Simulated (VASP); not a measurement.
# Co (Pm-3m) in VASP: notebook

The runs below take Co through single point, relaxation of cell and atoms, with PBEsol.

Program: VASP 6.6.1. These are calculated values, not measurements. Logs are shortened: lines on timing, memory, paths and dates and some standing lists are left out, and cuts for length are marked.

**1. The cell of the first run**

It takes space group Pm-3m (No. 221, cubic). Conventional cell: a = 2.355 Å, b = 2.355 Å, c = 2.355 Å, α = 90.00°, β = 90.00°, γ = 90.00°. Within 3.1 Å of Co (site symmetry m-3m) lie 6 Co at 2.36 Å.

**2. Single point, PBEsol, collinear spin, ferromagnetic start (volume scaled by 1.08)**

INCAR reads:

```
PREC = Accurate
ENCUT = 520
EDIFF = 1E-6
ISMEAR = -1
SIGMA = 0.05
LREAL = False
LASPH = True
NELM = 150
ALGO = Normal
ISIF = 2
LWAVE = False
LCHARG = True
ISPIN = 2
MAGMOM = 1.754
LORBIT = 11
LMAXMIX = 4
GGA = PS
LELF = True
LVHAR = True
NBANDS = 14
```

KPOINTS reads:

```
regular mesh
0
Gamma
  15 15 15
```

POSCAR reads:

```
Co
1.0
    2.3552392805      0.0000000000      0.0000000000
    0.0000000000      2.3552392805      0.0000000000
    0.0000000000      0.0000000000      2.3552392805
Co
1
Direct
    0.0000000000      0.0000000000      0.0000000000
```

Potentials or basis: VASP PAW PBE potentials, release 64 (Co).

On the command line:

```
$ cat potpaw_PBE.64/Co/POTCAR > POTCAR
$ mpirun -np 1 vasp_std > vasp.out
```

OUTCAR:

```text
PREC = Accurate
   ENCUT = 520
   EDIFF = 1E-6
   ISMEAR = -1
   LREAL = False
   LASPH = True
   NELM = 150
   ISIF = 2
   ISPIN = 2
   LORBIT = 11
   GGA = PS

 ion  position               nearest neighbor table
   1  0.000  0.000  0.000-

  LATTYP: Found a simple cubic cell.
 ALAT       =     2.3552392805

  Lattice vectors:

 A1 = (   2.3552392805,   0.0000000000,   0.0000000000)
 A2 = (   0.0000000000,   2.3552392805,   0.0000000000)
 A3 = (   0.0000000000,   0.0000000000,   2.3552392805)

Analysis of symmetry for initial positions (statically):
=====================================================================
 Subroutine PRICEL returns:
 Original cell was already a primitive cell.

 Routine SETGRP: Setting up the symmetry group for a
 simple cubic supercell.

 Subroutine GETGRP returns: Found 48 space group operations
 (whereof 48 operations were pure point group operations)
 out of a pool of 48 trial point group operations.

The static configuration has the point symmetry O_h .

Analysis of symmetry for dynamics (positions and initial velocities):
=====================================================================
 Subroutine PRICEL returns:
 Original cell was already a primitive cell.

 Routine SETGRP: Setting up the symmetry group for a
 simple cubic supercell.

 Subroutine GETGRP returns: Found 48 space group operations
 (whereof 48 operations were pure point group operations)
 out of a pool of 48 trial point group operations.

The dynamic configuration has the point symmetry O_h .

Analysis of structural, dynamic, and magnetic symmetry:
=====================================================================
 Subroutine PRICEL returns:
 Original cell was already a primitive cell.

 Routine SETGRP: Setting up the symmetry group for a
 simple cubic supercell.

 Subroutine GETGRP returns: Found 48 space group operations
 (whereof 48 operations were pure point group operations)
 out of a pool of 48 trial point group operations.

The overall configuration has the point symmetry O_h .

 Subroutine INISYM returns: Found 48 space group operations
 (whereof 48 operations are pure point group operations),
 and found     1 'primitive' translations

----------------------------------------------------------------------------------------

                                     Primitive cell

  volume of cell :      13.0649

  direct lattice vectors                    reciprocal lattice vectors
     2.355239281  0.000000000  0.000000000     0.424585310  0.000000000  0.000000000
     0.000000000  2.355239281  0.000000000     0.000000000  0.424585310  0.000000000
     0.000000000  0.000000000  2.355239281     0.000000000  0.000000000  0.424585310

  length of vectors
     2.355239281  2.355239281  2.355239281     0.424585310  0.424585310  0.424585310

  position of ions in fractional coordinates (direct lattice)
     0.000000000  0.000000000  0.000000000

  ion indices of the primitive-cell ions
   primitive index   ion index
                 1           1

----------------------------------------------------------------------------------------

 KPOINTS: regular mesh

Automatic generation of k-mesh.
 Grid dimensions read from file:
 generate k-points for:   15   15   15

 Generating k-lattice:

  Cartesian coordinates                     Fractional coordinates (reciprocal lattice)
     0.028305687  0.000000000  0.000000000     0.066666667  0.000000000  0.000000000
     0.000000000  0.028305687  0.000000000     0.000000000  0.066666667  0.000000000
     0.000000000  0.000000000  0.028305687     0.000000000  0.000000000  0.066666667

  Length of vectors
     0.028305687  0.028305687  0.028305687

  Shift w.r.t. Gamma in fractional coordinates (k-lattice)
     0.000000000  0.000000000  0.000000000

 Subroutine IBZKPT returns following result:
 ===========================================

 Found    120 irreducible k-points:

 Following reciprocal coordinates:
            Coordinates               Weight
  0.000000  0.000000  0.000000      1.000000
  0.066667  0.000000  0.000000      6.000000
  0.133333  0.000000  0.000000      6.000000
  0.200000  0.000000  0.000000      6.000000
  0.266667  0.000000  0.000000      6.000000
  0.333333  0.000000  0.000000      6.000000
[... 16 lines left out ...]
  0.266667  0.200000  0.000000     24.000000
  0.333333  0.200000  0.000000     24.000000
 [... further k-points ...]
   k-points           NKPTS =    120   k-points in BZ     NKDIM =    120   number of bands    NBANDS=     14
   number of dos      NEDOS =    301   number of ions     NIONS =      1
   total plane-waves  NPLWV =   5832
   dimension x,y,z NGX =    18 NGY =   18 NGZ =   18
   dimension x,y,z NGXF=    36 NGYF=   36 NGZF=   36
   ions per type =               1
   NGX,Y,Z   is equivalent  to a cutoff of  12.71, 12.71, 12.71 a.u.
   NGXF,Y,Z  is equivalent  to a cutoff of  25.41, 25.41, 25.41 a.u.
 SYSTEM =  unknown system
   PREC   = accura    normal or accurate (medium, high low for compatibility)
   ISTART =      0    job   : 0-new  1-cont  2-samecut
   ICHARG =      2    charge: 1-file 2-atom 10-const
   ISPIN  =      2    spin polarized calculation?
   LNONCOLLINEAR =      F non collinear calculations
   LSORBIT =      F    spin-orbit coupling
   LASPH  =      T    aspherical Exc in radial PAW
   ENCUT  =  520.0 eV  38.22 Ry    6.18 a.u.   4.38  4.38  4.38*2*pi/ulx,y,z
   NELM   =    150;   NELMIN=  2; NELMDL= -5     # of ELM steps
   EDIFF  = 0.1E-05   stopping-criterion for ELM
   LREAL  =      F    real-space projection
   EDIFFG = 0.1E-04   stopping-criterion for IOM
   NSW    =      0    number of steps for IOM
   IBRION =     -1    ionic relax: 0-MD 1-quasi-New 2-CG
   NFREE  =      0    steps in history (QN), initial steepest desc. (CG)
   ISIF   =      2    stress and relaxation
   ISYM   =      2    0-nonsym 1-usesym 2-fastsym
   POTIM  = 0.5000    time-step for ionic-motion
   TEBEG  =    0.0;   TEEND  =   0.0 temperature during run
   PSTRESS=    0.0 pullay stress
   NELECT =       9.0000    total number of electrons
   NUPDOWN=      -1.0000    fix difference up-down
   EMIN   =  10.00;   EMAX   =-10.00  energy-range for DOS
   EFERMI =   0.00;   METHOD = LEGACY
   ISMEAR =    -1;   SIGMA  =   0.05  broadening in eV -4-tet -1-fermi 0-gaus
   EFERMI_NEDOS =   21; number of points for ismear=-14 and -15
   IALGO  =     38    algorithm
   IMIX   =      4    mixing-type and parameters
     AMIX     =   0.40;   BMIX     =  1.00
     AMIX_MAG =   1.60;   BMIX_MAG =  1.00
  volume/ion in A,a.u.               =      13.06        88.17
  Fermi-wavevector in a.u.,A,eV,Ry     =   1.445841  2.732244 28.442396  2.090457
  Thomas-Fermi vector in A             =   2.563978
   LORBIT       =     11    0 simple, 1 ext, 2 COOP (PROOUT), +10 PAW based schemes
   GGA     = PS    functional components
   LHFCALC =     F    Hartree Fock is set to
   AEXX    =    0.0000 exact exchange contribution
   IVDW    =     0    specifies the selected vdW correction
   LEPSILON=     F    determine dielectric tensor
   LRPA    =     F    only Hartree local field effects (RPA)
 spin polarized calculation
  energy-cutoff  :      520.00
  volume of cell :       13.06
 maximum number of plane-waves:       365
 NGX is ok and might be reduce to    18
   NGX =  9   NGY =  9   NGZ =  9

 number of electron       8.9999995 magnetization       1.8700414

 Free energy of the ion-electron system (eV)
  ---------------------------------------------------
  ext. energy  EPLUGINS =         0.00000000
  ---------------------------------------------------
  free energy    TOTEN  =        -6.85632059 eV

  energy without entropy =       -6.84276522  energy(sigma->0) =       -6.84954290

 E-fermi :   7.9393     XC(G=0): -12.4282

 val. band max:        7.9346730530   @ k =   0.4667   0.4667   0.0667
 cond. band min:       7.9395993140   @ k =   0.3333   0.2667   0.2667
 fundamental gap:      0.0049262609
 Fermi energy:         7.9393448733

 spin component 1

 k-point     1 :       0.0000    0.0000    0.0000
  band No.  band energies     occupation
      1      -0.2194      1.00000
      2       3.6930      1.00000
      3       3.6930      1.00000
      4       6.8114      1.00000
      5       6.8114      1.00000
      6       6.8114      1.00000
      7      26.4898      0.00000
      8      26.4898      0.00000
      9      26.4898      0.00000
     10      30.2977      0.00000
     11      30.2977      0.00000
     12      34.5341      0.00000
     13      44.4639      0.00000
     14      47.5109      0.00000

 k-point     2 :       0.0667    0.0000    0.0000
  band No.  band energies     occupation
      1      -0.0899      1.00000
      2       3.7113      1.00000
      3       3.7560      1.00000
      4       6.7610      1.00000
      5       6.7610      1.00000
      6       6.8154      1.00000
      7      24.8520      0.00000
      8      26.6655      0.00000
      9      26.6655      0.00000
     10      30.3186      0.00000
     11      31.4563      0.00000
     12      35.2351      0.00000
     13      44.4556      0.00000
     14      46.3247      0.00000
[... 343 lines left out ...]
      1       2.5437      1.00000
      2       4.2518      1.00000
      3       4.9366      1.00000
      4       6.1013      1.00000
      5       6.2489      1.00000
      6       6.5067      1.00000
      7      17.7496      0.00000
      8      21.7774      0.00000
      9      30.5589      0.00000
     10      32.2980      0.00000
     11      33.2939      0.00000
     12      40.9751      0.00000
     13      42.2688      0.00000
     14      43.2991      0.00000

 k-point    24 :       0.3333    0.2000    0.0000
  band No.  band energies     occupation
      1       3.1644      1.00000
      2       4.3084      1.00000
      3       5.0822      1.00000
      4       6.0556      1.00000
      5       6.5303      1.00000
      6       6.5578      1.00000
      7      15.4529      0.00000
      8      22.7415      0.00000
      9      31.0161      0.00000
     10      31.8617      0.00000
     11      32.7520      0.00000
     12      40.2789      0.00000
     13      41.1517      0.00000
     14      42.7768      0.00000

 [... further k-points ...]

 spin component 2

 k-point     1 :       0.0000    0.0000    0.0000
  band No.  band energies     occupation
      1      -0.0233      1.00000
      2       5.0734      1.00000
      3       5.0734      1.00000
      4       9.0815      0.00000
      5       9.0815      0.00000
      6       9.0815      0.00000
      7      26.8662      0.00000
      8      26.8662      0.00000
      9      26.8662      0.00000
     10      30.7028      0.00000
     11      30.7028      0.00000
     12      34.6600      0.00000
     13      47.7755      0.00000
     14      48.5105      0.00000

 k-point     2 :       0.0667    0.0000    0.0000
  band No.  band energies     occupation
      1       0.1066      1.00000
      2       5.0945      1.00000
      3       5.1355      1.00000
      4       9.0224      0.00000
      5       9.0224      0.00000
      6       9.0861      0.00000
      7      25.2493      0.00000
      8      27.0489      0.00000
      9      27.0489      0.00000
     10      30.7117      0.00000
     11      31.8128      0.00000
     12      35.3980      0.00000
     13      46.5731      0.00000
     14      47.4774      0.00000
[... 343 lines left out ...]
      1       2.8849      1.00000
      2       5.6557      1.00000
      3       6.3336      1.00000
      4       8.0092      0.19836
      5       8.4296      0.00006
      6       8.7312      0.00000
      7      18.3109      0.00000
      8      22.2732      0.00000
      9      31.0382      0.00000
     10      32.4304      0.00000
     11      33.7335      0.00000
     12      41.2748      0.00000
     13      42.4889      0.00000
     14      43.7316      0.00000

 k-point    24 :       0.3333    0.2000    0.0000
  band No.  band energies     occupation
      1       3.6837      1.00000
      2       5.7293      1.00000
      3       6.5152      1.00000
      4       8.1576      0.01255
      5       8.2106      0.00438
      6       8.7582      0.00000
      7      16.1143      0.00000
      8      23.2237      0.00000
      9      31.4167      0.00000
     10      32.3552      0.00000
     11      32.9027      0.00000
     12      40.5665      0.00000
     13      41.5908      0.00000
     14      43.1133      0.00000

 [... further k-points ...]
[... 5 lines left out ...]
  --------------------------------------------------------------------------------------
  -------------------------------------------------------------------------------------
  Total       -0.8825210     -0.8825210     -0.8825210      0.0000000     -0.0000000      0.0000000
  in kB     -108.2257316   -108.2257316   -108.2257316      0.0000000     -0.0000000      0.0000000
  external PRESSURE =    -108.2257316 kB  Pullay stress =       0.0000000 kB

 VOLUME and BASIS-vectors are now :
 -----------------------------------------------------------------------------
  energy-cutoff  :      520.00
  volume of cell :       13.06
      direct lattice vectors                 reciprocal lattice vectors
     2.355239281  0.000000000  0.000000000     0.424585310  0.000000000  0.000000000
     0.000000000  2.355239281  0.000000000     0.000000000  0.424585310  0.000000000
     0.000000000  0.000000000  2.355239281     0.000000000  0.000000000  0.424585310

 POSITION                                       TOTAL-FORCE (eV/Angst)
 -----------------------------------------------------------------------------------
      0.00000      0.00000      0.00000         0.000000      0.000000      0.000000
 -----------------------------------------------------------------------------------
    total drift:                                0.000000      0.000000      0.000000

  FREE ENERGIE OF THE ION-ELECTRON SYSTEM (eV)
  ---------------------------------------------------
  free  energy   TOTEN  =        -6.8563205933 eV

  energy  without entropy=       -6.8427652166  energy(sigma->0) =       -6.84954290

 total charge

# of ion       s       p       d       tot
------------------------------------------
    1        0.487   0.394   7.250   8.132

 magnetization (x)

# of ion       s       p       d       tot
------------------------------------------
    1        0.004  -0.005   1.877   1.876
```

Wall time 56 s (1 thread of Intel Xeon 8259CL, shared host); peak memory 0.15 GiB.

What came out:

```
Free energy                                           : -6.8563 eV
Pressure                                              : -10.8 GPa
Net moment                                            : 1.87 μB per cell
Site moments                                          : Co +1.88 μB
Valence electrons inside the program's atomic spheres : Co 8.13
```

Caveat: the PAW data sets were made with another functional, which shifts forces and pressure a little.

(Continued in part 2 of 2.)
